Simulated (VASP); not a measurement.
# Hf3SnS4 (I4/mmm) in VASP: relaxation of cell and atoms with PBE

Aim: the relaxation of cell and atoms of Hf3SnS4 with PBE.

Program: VASP 6.6.1. These are calculated values, not measurements. Logs are shortened: lines on timing, memory, paths and dates and some standing lists are left out, and cuts for length are marked.

## Step 1: The cell of the first run

Symmetry: I4/mmm, No. 139, tetragonal system. The conventional cell has a = 6.557 Å, b = 6.557 Å, c = 9.932 Å, α = 90.00°, β = 90.00°, γ = 90.00°. Hf (site symmetry mmm) has 2 S at 2.48 Å and 2 Hf at 3.28 Å and 2 Sn at 3.28 Å within 3.3 Å. Hf (site symmetry 4/mmm) has 2 S at 2.59 Å and 4 Hf at 3.28 Å within 3.4 Å. Sn (site symmetry 4/mmm) has 2 S at 2.38 Å within 3.1 Å. Within 3.3 Å of S (site symmetry -4m2) lie 2 Hf at 2.48 Å and 4 S at 3.28 Å. Within 3.1 Å of S (site symmetry 4mm) lie 1 Sn at 2.38 Å and 1 Hf at 2.59 Å.

The cell was generated, and may not be a known phase.

## Step 2: Relaxation of cell and atoms, PBE

The input, INCAR:

```
SYSTEM = Hf3SnS4
ALGO = Normal
EDIFF = 1E-7
EDIFFG = -0.08
ENCUT = 500
GGA = PE
GGA_COMPAT = .False.
IBRION = 2
ISIF = 3
ISMEAR = 0
LASPH = .True.
LCHARG = .False.
LREAL = .False.
LWAVE = .False.
NELM = 120
NELMIN = 4
NSW = 36
PREC = Accurate
SIGMA = 0.15
```

The input, KPOINTS:

```
k-points
0
Gamma
  3 3 3
  0 0 0
```

The input, POSCAR:

```
Hf3SnS4
1.0
   -3.2784039100      3.2784039100      4.9659857800
    3.2784039100     -3.2784039100      4.9659857800
    3.2784039100      3.2784039100     -4.9659857800
Hf Sn S
3 1 4
Direct
    0.5000000000      0.0000000000      0.5000000000
    0.0000000000      0.5000000000      0.5000000000
    0.0000000000      0.0000000000      0.0000000000
    0.5000000000      0.5000000000      0.0000000000
    0.7500000000      0.2500000000      0.5000000000
    0.2500000000      0.7500000000      0.5000000000
    0.2603295200      0.2603295200      0.0000000000
    0.7396704800      0.7396704800      0.0000000000
```

Potentials or basis: VASP PAW PBE potentials, release 64 (Hf_pv, Sn_d, S).

Started as:

```bash
cat potpaw_PBE.64/Hf_pv/POTCAR potpaw_PBE.64/Sn_d/POTCAR potpaw_PBE.64/S/POTCAR > POTCAR
mpirun -np 1 vasp_std > vasp.out
```

OUTCAR:

```text
SYSTEM = Hf3SnS4
   EDIFF = 1E-7
   EDIFFG = -0.08
   ENCUT = 500
   GGA = PE
   IBRION = 2
   ISIF = 3
   ISMEAR = 0
   LASPH = .True.
   LREAL = .False.
   NELM = 120
   NELMIN = 4
   NSW = 36
   PREC = Accurate

 ion  position               nearest neighbor table
   1  0.500  0.000  0.500-   5 2.48   6 2.48   3 3.28   4 3.28   4 3.28   3 3.28
   2  0.000  0.500  0.500-   5 2.48   6 2.48   3 3.28   4 3.28   3 3.28   4 3.28
   3  0.000  0.000  0.000-   7 2.59   8 2.59   1 3.28   2 3.28   2 3.28   1 3.28
   4  0.500  0.500  0.000-   7 2.38   8 2.38   1 3.28   2 3.28   1 3.28   2 3.28
   5  0.750  0.250  0.500-   1 2.48   2 2.48
   6  0.250  0.750  0.500-   1 2.48   2 2.48
   7  0.260  0.260  0.000-   4 2.38   3 2.59
   8  0.740  0.740  0.000-   4 2.38   3 2.59

  LATTYP: Found a body centered tetragonal cell.
 ALAT       =     6.5568078200
 C/A-ratio  =     1.5147571551

  Lattice vectors:

 A1 = (  -3.2784039100,   3.2784039100,   4.9659857800)
 A2 = (   3.2784039100,  -3.2784039100,   4.9659857800)
 A3 = (   3.2784039100,   3.2784039100,  -4.9659857800)

Analysis of symmetry for initial positions (statically):
=====================================================================
 Subroutine PRICEL returns:
 Original cell was already a primitive cell.

 Routine SETGRP: Setting up the symmetry group for a
 body centered tetragonal supercell.

 Subroutine GETGRP returns: Found 16 space group operations
 (whereof 16 operations were pure point group operations)
 out of a pool of 16 trial point group operations.

The static configuration has the point symmetry D_4h.

Analysis of symmetry for dynamics (positions and initial velocities):
=====================================================================
 Subroutine PRICEL returns:
 Original cell was already a primitive cell.

 Routine SETGRP: Setting up the symmetry group for a
 body centered tetragonal supercell.

 Subroutine GETGRP returns: Found 16 space group operations
 (whereof 16 operations were pure point group operations)
 out of a pool of 16 trial point group operations.

The dynamic configuration has the point symmetry D_4h.

 Subroutine INISYM returns: Found 16 space group operations
 (whereof 16 operations are pure point group operations),
 and found     1 'primitive' translations

----------------------------------------------------------------------------------------

                                     Primitive cell

  volume of cell :     213.4963

  direct lattice vectors                    reciprocal lattice vectors
    -3.278403910  3.278403910  4.965985780     0.000000000  0.152513239  0.100684944
     3.278403910 -3.278403910  4.965985780     0.152513239  0.000000000  0.100684944
     3.278403910  3.278403910 -4.965985780     0.152513239  0.152513239  0.000000000

  length of vectors
     6.793885425  6.793885425  6.793885425     0.182750502  0.182750502  0.215686291

  position of ions in fractional coordinates (direct lattice)
     0.500000000  0.000000000  0.500000000
     0.000000000  0.500000000  0.500000000
     0.000000000  0.000000000  0.000000000
     0.500000000  0.500000000  0.000000000
     0.750000000  0.250000000  0.500000000
     0.250000000  0.750000000  0.500000000
     0.260329520  0.260329520  0.000000000
     0.739670480  0.739670480  0.000000000

  ion indices of the primitive-cell ions
   primitive index   ion index
                 1           1
                 2           2
                 3           3
                 4           4
                 5           5
                 6           6
                 7           7
                 8           8

----------------------------------------------------------------------------------------

 KPOINTS: k-points

Automatic generation of k-mesh.
 Grid dimensions read from file:
 generate k-points for:    3    3    3

 Generating k-lattice:

  Cartesian coordinates                     Fractional coordinates (reciprocal lattice)
     0.000000000  0.050837746  0.033561648     0.333333333  0.000000000  0.000000000
     0.050837746  0.000000000  0.033561648     0.000000000  0.333333333  0.000000000
     0.050837746  0.050837746  0.000000000     0.000000000  0.000000000  0.333333333

  Length of vectors
     0.060916834  0.060916834  0.071895430

  Shift w.r.t. Gamma in fractional coordinates (k-lattice)
     0.000000000  0.000000000  0.000000000

 Subroutine IBZKPT returns following result:
 ===========================================

 Found      6 irreducible k-points:

 Following reciprocal coordinates:
            Coordinates               Weight
  0.000000  0.000000  0.000000      1.000000
  0.333333 -0.000000  0.000000      8.000000
  0.333333  0.333333  0.000000      8.000000
 -0.333333  0.333333  0.000000      4.000000
 -0.333333  0.333333  0.333333      4.000000
 -0.333333 -0.333333  0.333333      2.000000
   k-points           NKPTS =      6   k-points in BZ     NKDIM =      6   number of bands    NBANDS=     40
   number of dos      NEDOS =    301   number of ions     NIONS =      8
   total plane-waves  NPLWV = 125000
   dimension x,y,z NGX =    50 NGY =   50 NGZ =   50
   dimension x,y,z NGXF=   100 NGYF=  100 NGZF=  100
   ions per type =               3   1   4
   NGX,Y,Z   is equivalent  to a cutoff of  12.23, 12.23, 12.23 a.u.
   NGXF,Y,Z  is equivalent  to a cutoff of  24.47, 24.47, 24.47 a.u.
 SYSTEM =  Hf3SnS4
   PREC   = accura    normal or accurate (medium, high low for compatibility)
   ISTART =      0    job   : 0-new  1-cont  2-samecut
   ICHARG =      2    charge: 1-file 2-atom 10-const
   ISPIN  =      1    spin polarized calculation?
   LNONCOLLINEAR =      F non collinear calculations
   LSORBIT =      F    spin-orbit coupling
   LASPH  =      T    aspherical Exc in radial PAW
   ENCUT  =  500.0 eV  36.75 Ry    6.06 a.u.  12.39 12.39 12.39*2*pi/ulx,y,z
   NELM   =    120;   NELMIN=  4; NELMDL= -5     # of ELM steps
   EDIFF  = 0.1E-06   stopping-criterion for ELM
   LREAL  =      F    real-space projection
   EDIFFG = -.8E-01   stopping-criterion for IOM
   NSW    =     36    number of steps for IOM
   IBRION =      2    ionic relax: 0-MD 1-quasi-New 2-CG
   NFREE  =      1    steps in history (QN), initial steepest desc. (CG)
   ISIF   =      3    stress and relaxation
   ISYM   =      2    0-nonsym 1-usesym 2-fastsym
   POTIM  = 0.5000    time-step for ionic-motion
   TEBEG  =    0.0;   TEEND  =   0.0 temperature during run
   PSTRESS=    0.0 pullay stress
   NELECT =      68.0000    total number of electrons
   NUPDOWN=      -1.0000    fix difference up-down
   EMIN   =  10.00;   EMAX   =-10.00  energy-range for DOS
   EFERMI =   0.00;   METHOD = LEGACY
   ISMEAR =     0;   SIGMA  =   0.15  broadening in eV -4-tet -1-fermi 0-gaus
   EFERMI_NEDOS =   21; number of points for ismear=-14 and -15
   IALGO  =     38    algorithm
   IMIX   =      4    mixing-type and parameters
     AMIX     =   0.40;   BMIX     =  1.00
     AMIX_MAG =   1.60;   BMIX_MAG =  1.00
  volume/ion in A,a.u.               =      26.69       180.09
  Fermi-wavevector in a.u.,A,eV,Ry     =   1.118015  2.112742 17.006708  1.249958
  Thomas-Fermi vector in A             =   2.254643
   LORBIT       =      0    0 simple, 1 ext, 2 COOP (PROOUT), +10 PAW based schemes
   GGA     = PE    functional components
   LHFCALC =     F    Hartree Fock is set to
   AEXX    =    0.0000 exact exchange contribution
   IVDW    =     0    specifies the selected vdW correction
   LEPSILON=     F    determine dielectric tensor
   LRPA    =     F    only Hartree local field effects (RPA)
 conjugate gradient relaxation of ions
 non-spin polarized calculation
 Gauss-broadening in eV      SIGMA  =   0.15
  energy-cutoff  :      500.00
  volume of cell :      213.50
 maximum number of plane-waves:      5439
 NGX is ok and might be reduce to    50
   NGX = 25   NGY = 25   NGZ = 25

--------------------------------------- Ionic step        1  -------------------------------------------

 number of electron      68.0000007 magnetization

 Free energy of the ion-electron system (eV)
  ---------------------------------------------------
  ext. energy  EPLUGINS =         0.00000000
  ---------------------------------------------------
  free energy    TOTEN  =       -48.68123974 eV

  energy without entropy =      -48.58924495  energy(sigma->0) =      -48.63524235

------------------------ aborting loop because EDIFF is reached ----------------------------------------

  FORCE on cell =-STRESS in cart. coord.  units (eV):
  Direction    XX          YY          ZZ          XY          YZ          ZX
  --------------------------------------------------------------------------------------
  -------------------------------------------------------------------------------------
  Total       -3.8043518     -3.8043518     -5.2767935      0.0000000      0.0000000      0.0000000
  in kB      -28.5496554    -28.5496554    -39.5995544      0.0000000      0.0000000      0.0000000
  external PRESSURE =     -32.2329551 kB  Pullay stress =       0.0000000 kB
[... 237 lines left out ...]
  energy  without entropy=      -50.1612277864  energy(sigma->0) =      -50.19922209

--------------------------------------- Ionic step        7  -------------------------------------------

 number of electron      67.9999999 magnetization

 E-fermi :   3.8740     XC(G=0):  -9.7260

 val. band max:        3.8109375361   @ k =   0.3333  -0.0000   0.0000
 cond. band min:       4.0194585057   @ k =   0.3333   0.3333   0.0000
 fundamental gap:      0.2085209696
 Fermi energy:         3.8739594412

 k-point     1 :       0.0000    0.0000    0.0000
  band No.  band energies     occupation
      1     -27.5777      2.00000
      2     -27.5777      2.00000
      3     -27.5674      2.00000
      4     -27.5584      2.00000
      5     -27.5577      2.00000
      6     -27.5577      2.00000
[... 286 lines left out ...]
  energy  without entropy=      -50.1798961580  energy(sigma->0) =      -50.21427312

--------------------------------------- Ionic step        8  -------------------------------------------

 number of electron      67.9999999 magnetization

 Free energy of the ion-electron system (eV)
  ---------------------------------------------------
  ext. energy  EPLUGINS =         0.00000000
  ---------------------------------------------------
  free energy    TOTEN  =       -50.25381709 eV

  energy without entropy =      -50.18366204  energy(sigma->0) =      -50.21873957

 E-fermi :   3.9542     XC(G=0):  -9.7646

 val. band max:        3.8991156627   @ k =   0.3333  -0.0000   0.0000
 cond. band min:       4.0927516004   @ k =   0.3333   0.3333   0.0000
 fundamental gap:      0.1936359377
 Fermi energy:         3.9541921175

 k-point     1 :       0.0000    0.0000    0.0000
  band No.  band energies     occupation
      1     -27.4820      2.00000
      2     -27.4820      2.00000
      3     -27.4766      2.00000
      4     -27.4676      2.00000
      5     -27.4598      2.00000
      6     -27.4598      2.00000
[... 282 lines left out ...]
  FREE ENERGIE OF THE ION-ELECTRON SYSTEM (eV)
  ---------------------------------------------------
  free  energy   TOTEN  =       -50.2538170942 eV

  energy  without entropy=      -50.1836620362  energy(sigma->0) =      -50.21873957

 reached required accuracy - stopping structural energy minimisation
```

Run time: 14 min. Hardware: 1 thread of Intel Xeon 8259CL, shared host; peak memory 0.39 GiB.

Results:

* Free energy: -50.2538 eV
* Relaxed volume: 24.71 Å³/atom
* Relaxed cell: a = 6.681 Å, b = 6.681 Å, c = 6.681 Å, α = 123.71°, β = 123.71°, γ = 83.69°
* Space group after relaxing (to 0.1 Å): I4/mmm (No. 139)
* Energy gained by relaxing: 196.6 meV/atom
* Ionic steps: 8
* Pressure after relaxing: -0.3 GPa
* Largest force after relaxing: 0.035 eV/Å
* Band gap on the k mesh: zero (bands 34 and 35 overlap by 0.23 eV)

Forces on the atoms (eV/Å):
```
Hf   0.000  0.000  0.000
Hf   0.000  0.000  0.000
Hf   0.000  0.000  0.000
Sn   0.000  0.000  0.000
S    0.000  0.000  0.000
S    0.000  0.000  0.000
S    0.000  0.000 -0.035
S    0.000  0.000  0.035
```

The path:
| step | energy change (eV) | largest force (eV/Å) | pressure (GPa) | volume (Å³) |
| --- | --- | --- | --- | --- |
| 1 | 0.0000 | 4.0051 | -3.22 | 213.50 |
| 2 | -1.2012 | 1.6287 | 2.90 | 197.33 |
| 3 | -1.2140 | 1.0832 | 4.04 | 195.44 |
| 4 | -1.4779 | 1.2128 | -0.70 | 200.21 |
| 5 | -1.5491 | 0.5338 | 0.48 | 198.63 |
| 6 | -1.5560 | 0.3682 | -1.34 | 199.85 |
| 7 | -1.5674 | 0.0010 | -0.55 | 199.30 |
| 8 | -1.5726 | 0.0349 | -0.25 | 197.69 |

Final structure:
```
CELL_PARAMETERS angstrom
-3.15127 3.15127 4.97685
3.15127 -3.15127 4.97685
3.15127 3.15127 -4.97685
ATOMIC_POSITIONS crystal
Hf 0.50000 0.00000 0.50000
Hf 0.00000 0.50000 0.50000
Hf 0.00000 0.00000 0.00000
Sn 0.50000 0.50000 0.00000
S 0.75000 0.25000 0.50000
S 0.25000 0.75000 0.50000
S 0.22922 0.22922 0.00000
S 0.77078 0.77078 0.00000
```

Levels at points of the mesh, in eV from the Fermi level:
```
           k point  band 30  band 31  band 32  band 33  band 34  band 35  band 36  band 37  band 38  band 39
(0.00, 0.00, 0.00)    -0.95    -0.73    -0.73    -0.18    -0.18     0.22     0.22     1.11     1.11     1.32
```

Caveat: the k points lie up to 0.39 Å⁻¹ apart in the final cell; spin-orbit coupling is left out, which moves the levels of the heavy elements; the relaxation stopped at a loose force limit of 0.08 eV/Å, so its end isn't a converged minimum.

The gap in the log of VASP goes by the Fermi energy; the results here count the filled bands.